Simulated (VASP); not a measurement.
Runs of VASP 6.6.1 on K3Pd. The structure is that of space group Pm-3m (No. 221), or close to it. The cells are those of the table. 

```tsv
level	cell	gap on the mesh (eV)	pressure (GPa)
r2SCAN	a = 5.624 Å, 4 atoms	none	(a)
PBEsol	a = 5.351 Å, 4 atoms	none	(b)
PBEsol	a = 5.290 Å, 4 atoms	none	0.0
PBEsol	a = 5.231 Å, 4 atoms	none	0.3
PBEsol	a = 5.694 Å, 4 atoms	none	-1.4
PBEsol	a = 5.616 Å, 4 atoms	none	-1.3
```

Alike in all rows: task single point; potentials or basis VASP PAW PBE potentials, release 64 (K_sv, Pd); no spin polarisation; k mesh 8 × 8 × 8; cutoff (eV) 520; smearing gaussian 0.1 eV.

Question: Estimate the missing entries.

Answer: (a) -1.0; (b) -0.3.

Caveats: the PAW data sets were made with another functional, which shifts forces and pressure a little.

A k mesh can miss the band edges, and the runs leave out spin-orbit coupling on Pd.

A gap of «none» marks levels without a gap at the run's occupations.
